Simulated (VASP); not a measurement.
# MoH5 (P4/mmm) in VASP: single point with PBE

Aim: the single point of MoH5 with PBE.

Program: VASP 6.6.1. These are calculated values, not measurements. Logs are shortened: lines on timing, memory, paths and dates and some standing lists are left out, and cuts for length are marked.

### Step 1. The cell of the first run

The structure is tetragonal, space group P4/mmm (No. 123). The conventional cell has a = 2.718 Å, b = 2.718 Å, c = 4.784 Å, α = 90.00°, β = 90.00°, γ = 90.00°. H (site symmetry 4mm) has 1 H at 0.85 Å within 1.1 Å. Within 1.3 Å of H (site symmetry 4mm) lie 1 H at 0.96 Å. Within 1.3 Å of H (site symmetry 4/mmm) lie 2 H at 0.96 Å. Within 2.6 Å of Mo (site symmetry 4/mmm) lie 10 H at 1.97 to 2.40 Å.

### Step 2. Single point, PBE

POSCAR

```
MoH5
1.0
    2.7179772607      0.0000000000      0.0000000000
    0.0000000000      2.7179772607      0.0000000000
    0.0000000000      0.0000000000      4.7836586866
H Mo
5 1
Direct
    0.5000000000      0.5000000000      0.4116611711
    0.5000000000      0.5000000000      0.5883388289
    0.0000000000      0.0000000000      0.3003369420
    0.0000000000      0.0000000000      0.6996630580
    0.0000000000      0.0000000000      0.5000000000
    0.5000000000      0.5000000000      0.0000000000
```

INCAR.step1

```
PREC = Accurate ; ENCUT = 520
EDIFF = 1E-6 ; ISMEAR = 0
SIGMA = 0.1 ; LREAL = False
LASPH = True ; NELM = 60
ALGO = Normal ; ISIF = 2
LWAVE = False ; LCHARG = True
LMAXMIX = 4 ; GGA = PE
NBANDS = 18
```

KPOINTS.step1

```
Automatic mesh
0
Gamma
  14 14 8
```

INCAR.step2

```
PREC = Accurate ; ENCUT = 520
EDIFF = 1E-6 ; ISMEAR = -5
SIGMA = 0.1 ; LREAL = False
LASPH = True ; NELM = 60
ALGO = Normal ; ISIF = 2
LWAVE = False ; LCHARG = False
LMAXMIX = 4 ; GGA = PE
LORBIT = 11 ; NBANDS = 18
NEDOS = 2001 ; ICHARG = 11
```

KPOINTS.step2

```
Automatic mesh
0
Gamma
  21 21 12
```

Potentials or basis: VASP PAW PBE potentials, release 64 (H, Mo_sv).

The run is started by

```
> cat potpaw_PBE.64/H/POTCAR potpaw_PBE.64/Mo_sv/POTCAR > POTCAR
> cp INCAR.step1 INCAR
> cp KPOINTS.step1 KPOINTS
> mpirun -np 1 vasp_std > vasp.out
> cp INCAR.step2 INCAR
> cp KPOINTS.step2 KPOINTS
> mpirun -np 1 vasp_std > vasp.out
```

OUTCAR:

```text
PREC = Accurate
   ENCUT = 520
   EDIFF = 1E-6
   ISMEAR = -5
   LREAL = False
   LASPH = True
   NELM = 60
   ISIF = 2
   GGA = PE
   LORBIT = 11
   ICHARG = 11

 ion  position               nearest neighbor table
   1  0.500  0.500  0.412-   2 0.85   6 1.97
   2  0.500  0.500  0.588-   1 0.85   6 1.97
   3  0.000  0.000  0.300-
   4  0.000  0.000  0.700-
   5  0.000  0.000  0.500-
   6  0.500  0.500  0.000-   1 1.97   2 1.97

  LATTYP: Found a simple tetragonal cell.
 ALAT       =     2.7179772607
 C/A-ratio  =     1.7600068830

  Lattice vectors:

 A1 = (   2.7179772607,   0.0000000000,   0.0000000000)
 A2 = (   0.0000000000,   2.7179772607,   0.0000000000)
 A3 = (   0.0000000000,   0.0000000000,   4.7836586866)

Analysis of symmetry for initial positions (statically):
=====================================================================
 Subroutine PRICEL returns:
 Original cell was already a primitive cell.

 Routine SETGRP: Setting up the symmetry group for a
 simple tetragonal supercell.

 Subroutine GETGRP returns: Found 16 space group operations
 (whereof 16 operations were pure point group operations)
 out of a pool of 16 trial point group operations.

The static configuration has the point symmetry D_4h.

Analysis of symmetry for dynamics (positions and initial velocities):
=====================================================================
 Subroutine PRICEL returns:
 Original cell was already a primitive cell.

 Routine SETGRP: Setting up the symmetry group for a
 simple tetragonal supercell.

 Subroutine GETGRP returns: Found 16 space group operations
 (whereof 16 operations were pure point group operations)
 out of a pool of 16 trial point group operations.

The dynamic configuration has the point symmetry D_4h.

 Subroutine INISYM returns: Found 16 space group operations
 (whereof 16 operations are pure point group operations),
 and found     1 'primitive' translations

----------------------------------------------------------------------------------------

                                     Primitive cell

  volume of cell :      35.3388

  direct lattice vectors                    reciprocal lattice vectors
     2.717977261  0.000000000  0.000000000     0.367920665  0.000000000  0.000000000
     0.000000000  2.717977261  0.000000000     0.000000000  0.367920665  0.000000000
     0.000000000  0.000000000  4.783658687     0.000000000  0.000000000  0.209045015

  length of vectors
     2.717977261  2.717977261  4.783658687     0.367920665  0.367920665  0.209045015

  position of ions in fractional coordinates (direct lattice)
     0.500000000  0.500000000  0.411661171
     0.500000000  0.500000000  0.588338829
     0.000000000  0.000000000  0.300336942
     0.000000000  0.000000000  0.699663058
     0.000000000  0.000000000  0.500000000
     0.500000000  0.500000000  0.000000000

  ion indices of the primitive-cell ions
   primitive index   ion index
                 1           1
                 2           2
                 3           3
                 4           4
                 5           5
                 6           6

----------------------------------------------------------------------------------------

 KPOINTS: Automatic mesh

Automatic generation of k-mesh.
 Grid dimensions read from file:
 generate k-points for:   21   21   12

 Generating k-lattice:

  Cartesian coordinates                     Fractional coordinates (reciprocal lattice)
     0.017520032  0.000000000  0.000000000     0.047619048  0.000000000  0.000000000
     0.000000000  0.017520032  0.000000000     0.000000000  0.047619048  0.000000000
     0.000000000  0.000000000  0.017420418     0.000000000  0.000000000  0.083333333

  Length of vectors
     0.017520032  0.017520032  0.017420418

  Shift w.r.t. Gamma in fractional coordinates (k-lattice)
     0.000000000  0.000000000  0.000000000

 TETIRR: Found   7926 inequivalent tetrahedra from    31752

 Subroutine IBZKPT returns following result:
 ===========================================

 Found    462 irreducible k-points:

 Following reciprocal coordinates:
            Coordinates               Weight
  0.000000  0.000000  0.000000      1.000000
  0.047619  0.000000  0.000000      4.000000
  0.095238  0.000000  0.000000      4.000000
  0.142857  0.000000  0.000000      4.000000
  0.190476  0.000000  0.000000      4.000000
  0.238095  0.000000  0.000000      4.000000
[... 16 lines left out ...]
  0.142857  0.095238  0.000000      8.000000
  0.190476  0.095238  0.000000      8.000000
 [... further k-points ...]
   k-points           NKPTS =    462   k-points in BZ     NKDIM =    462   number of bands    NBANDS=     18
   number of dos      NEDOS =   2001   number of ions     NIONS =      6
   total plane-waves  NPLWV =  14400
   dimension x,y,z NGX =    20 NGY =   20 NGZ =   36
   dimension x,y,z NGXF=    40 NGYF=   40 NGZF=   72
   ions per type =               5   1
   NGX,Y,Z   is equivalent  to a cutoff of  12.23, 12.23, 12.51 a.u.
   NGXF,Y,Z  is equivalent  to a cutoff of  24.47, 24.47, 25.02 a.u.
 SYSTEM =  unknown system
   PREC   = accura    normal or accurate (medium, high low for compatibility)
   ISTART =      0    job   : 0-new  1-cont  2-samecut
   ICHARG =     11    charge: 1-file 2-atom 10-const
   ISPIN  =      1    spin polarized calculation?
   LNONCOLLINEAR =      F non collinear calculations
   LSORBIT =      F    spin-orbit coupling
   LASPH  =      T    aspherical Exc in radial PAW
   ENCUT  =  520.0 eV  38.22 Ry    6.18 a.u.   5.05  5.05  8.89*2*pi/ulx,y,z
   NELM   =     60;   NELMIN=  2; NELMDL=  0     # of ELM steps
   EDIFF  = 0.1E-05   stopping-criterion for ELM
   LREAL  =      F    real-space projection
   EDIFFG = 0.1E-04   stopping-criterion for IOM
   NSW    =      0    number of steps for IOM
   IBRION =     -1    ionic relax: 0-MD 1-quasi-New 2-CG
   NFREE  =      0    steps in history (QN), initial steepest desc. (CG)
   ISIF   =      2    stress and relaxation
   ISYM   =      2    0-nonsym 1-usesym 2-fastsym
   POTIM  = 0.5000    time-step for ionic-motion
   TEBEG  =    0.0;   TEEND  =   0.0 temperature during run
   PSTRESS=    0.0 pullay stress
   NELECT =      19.0000    total number of electrons
   NUPDOWN=      -1.0000    fix difference up-down
   EMIN   =  10.00;   EMAX   =-10.00  energy-range for DOS
   EFERMI =   0.00;   METHOD = LEGACY
   ISMEAR =    -5;   SIGMA  =   0.10  broadening in eV -4-tet -1-fermi 0-gaus
   EFERMI_NEDOS =   21; number of points for ismear=-14 and -15
   IALGO  =     38    algorithm
   IMIX   =      4    mixing-type and parameters
     AMIX     =   0.40;   BMIX     =  1.00
     AMIX_MAG =   1.60;   BMIX_MAG =  1.00
  volume/ion in A,a.u.               =       5.89        39.75
  Fermi-wavevector in a.u.,A,eV,Ry     =   1.331196  2.515596 24.110660  1.772083
  Thomas-Fermi vector in A             =   2.460226
   LORBIT       =     11    0 simple, 1 ext, 2 COOP (PROOUT), +10 PAW based schemes
   GGA     = PE    functional components
   LHFCALC =     F    Hartree Fock is set to
   AEXX    =    0.0000 exact exchange contribution
   IVDW    =     0    specifies the selected vdW correction
   LEPSILON=     F    determine dielectric tensor
   LRPA    =     F    only Hartree local field effects (RPA)
 non-spin polarized calculation
 Fermi weights with tetrahedron method with Bloechl corrections
  energy-cutoff  :      520.00
  volume of cell :       35.34
 maximum number of plane-waves:       968

 number of electron      18.9999993 magnetization

 Free energy of the ion-electron system (eV)
  ---------------------------------------------------
  ext. energy  EPLUGINS =         0.00000000
  ---------------------------------------------------
  free energy    TOTEN  =       -23.93627669 eV

  energy without entropy =      -23.93627669  energy(sigma->0) =      -23.93627669

 E-fermi :   6.0184     XC(G=0): -11.2164

 val. band max:        6.0570508620   @ k =   0.3333   0.0000   0.1667
 cond. band min:       5.9473166092   @ k =   0.3810   0.2381   0.3333
 fundamental gap:     -0.1097342528
 Fermi energy:         6.0183657783

 k-point     1 :       0.0000    0.0000    0.0000
  band No.  band energies     occupation
      1     -55.1022      2.00000
      2     -29.2369      2.00000
      3     -28.6526      2.00000
      4     -28.6526      2.00000
      5      -6.6033      2.00000
      6       0.6171      2.00000
[... 10 lines left out ...]
     17      21.2347      0.00000
     18      22.0375      0.00000

 k-point     2 :       0.0476    0.0000    0.0000
  band No.  band energies     occupation
      1     -55.0996      2.00000
      2     -29.2342      2.00000
      3     -28.6759      2.00000
      4     -28.6506      2.00000
      5      -6.5624      2.00000
      6       0.6536      2.00000
[... 10 lines left out ...]
     17      21.1998      0.00000
     18      22.0697      0.00000

 k-point     3 :       0.0952    0.0000    0.0000
  band No.  band energies     occupation
      1     -55.0920      2.00000
      2     -29.2265      2.00000
      3     -28.7435      2.00000
      4     -28.6449      2.00000
      5      -6.4399      2.00000
      6       0.7477      2.00000
[... 10 lines left out ...]
     17      20.9831      0.00000
     18      21.6806      0.00000

 k-point     4 :       0.1429    0.0000    0.0000
  band No.  band energies     occupation
      1     -55.0800      2.00000
      2     -29.2144      2.00000
      3     -28.8483      2.00000
      4     -28.6358      2.00000
      5      -6.2374      2.00000
      6       0.8547      2.00000
[... 10 lines left out ...]
     17      20.6558      0.00000
     18      20.6701      0.00000

 k-point     5 :       0.1905    0.0000    0.0000
  band No.  band energies     occupation
      1     -55.0647      2.00000
      2     -29.1989      2.00000
      3     -28.9799      2.00000
      4     -28.6242      2.00000
      5      -5.9572      2.00000
      6       0.9030      2.00000
[... 10 lines left out ...]
     17      19.6772      0.00000
     18      20.3916      0.00000

 k-point     6 :       0.2381    0.0000    0.0000
  band No.  band energies     occupation
      1     -55.0474      2.00000
      2     -29.1814      2.00000
      3     -29.1258      2.00000
      4     -28.6112      2.00000
      5      -5.6021      2.00000
      6       0.7987      2.00000
[... 307 lines left out ...]
 k-point    21 :       0.4762    0.0476    0.0000
  band No.  band energies     occupation
      1     -54.9810      2.00000
      2     -29.6372      2.00000
      3     -29.1144      2.00000
      4     -28.5853      2.00000
      5      -2.8771      2.00000
      6      -2.0607      2.00000
[... 10 lines left out ...]
     17      20.3448      0.00000
     18      20.9694      0.00000

 k-point    22 :       0.0952    0.0952    0.0000
  band No.  band energies     occupation
      1     -55.0818      2.00000
      2     -29.2162      2.00000
      3     -28.7398      2.00000
      4     -28.7309      2.00000
      5      -6.2784      2.00000
      6       0.8553      2.00000
[... 10 lines left out ...]
     17      21.3206      0.00000
     18      21.9199      0.00000

 k-point    23 :       0.1429    0.0952    0.0000
  band No.  band energies     occupation
      1     -55.0698      2.00000
      2     -29.2042      2.00000
      3     -28.8400      2.00000
      4     -28.7254      2.00000
      5      -6.0788      2.00000
      6       0.9291      2.00000
[... 10 lines left out ...]
     17      21.1621      0.00000
     18      21.5790      0.00000

 k-point    24 :       0.1905    0.0952    0.0000
  band No.  band energies     occupation
      1     -55.0546      2.00000
      2     -29.1888      2.00000
      3     -28.9709      2.00000
      4     -28.7134      2.00000
      5      -5.8028      2.00000
      6       0.9299      2.00000
[... 10 lines left out ...]
     17      20.8853      0.00000
     18      21.3396      0.00000

 [... further k-points ...]

------------------------ aborting loop because EDIFF is reached ----------------------------------------

  FORCE on cell =-STRESS in cart. coord.  units (eV):
  Direction    XX          YY          ZZ          XY          YZ          ZX
  --------------------------------------------------------------------------------------
  -------------------------------------------------------------------------------------
  Total       -0.0246742     -0.0246742      0.1931012      0.0000000      0.0000000     -0.0000000
  in kB       -1.1186705     -1.1186705      8.7547517      0.0000000      0.0000000     -0.0000000
  external PRESSURE =       2.1724702 kB  Pullay stress =       0.0000000 kB

 VOLUME and BASIS-vectors are now :
 -----------------------------------------------------------------------------
  energy-cutoff  :      520.00
  volume of cell :       35.34
      direct lattice vectors                 reciprocal lattice vectors
     2.717977261  0.000000000  0.000000000     0.367920665  0.000000000  0.000000000
     0.000000000  2.717977261  0.000000000     0.000000000  0.367920665  0.000000000
     0.000000000  0.000000000  4.783658687     0.000000000  0.000000000  0.209045015

 POSITION                                       TOTAL-FORCE (eV/Angst)
 -----------------------------------------------------------------------------------
      1.35899      1.35899      1.96925        -0.000000     -0.000000      0.003459
      1.35899      1.35899      2.81441         0.000000      0.000000     -0.003459
      0.00000      0.00000      1.43671        -0.000000      0.000000      0.005623
      0.00000      0.00000      3.34695        -0.000000     -0.000000     -0.005623
      0.00000      0.00000      2.39183        -0.000000      0.000000      0.000000
      1.35899      1.35899      0.00000        -0.000000      0.000000      0.000000
 -----------------------------------------------------------------------------------
    total drift:                                0.000000      0.000000     -0.000000

  FREE ENERGIE OF THE ION-ELECTRON SYSTEM (eV)
  ---------------------------------------------------
  free  energy   TOTEN  =       -23.9362766865 eV

  energy  without entropy=      -23.9362766865  energy(sigma->0) =      -23.93627669

 total charge

# of ion       s       p       d       tot
------------------------------------------
    1        0.579   0.029   0.000   0.608
    2        0.579   0.029   0.000   0.608
    3        0.491   0.027   0.000   0.518
    4        0.491   0.027   0.000   0.518
    5        0.582   0.030   0.000   0.612
    6        2.312   6.097   3.989  12.398
--------------------------------------------------
tot          5.035   6.239   3.989  15.264
```

It took 87 s on 1 thread of AMD EPYC 9R45 (Zen 5), shared host; peak memory 0.34 GiB.

Results:

* Valence electrons inside the program's atomic spheres: H 0.61, 0.52 (each value once); Mo 12.40

Caveat: tetrahedron occupations give inexact forces and stress in metals.
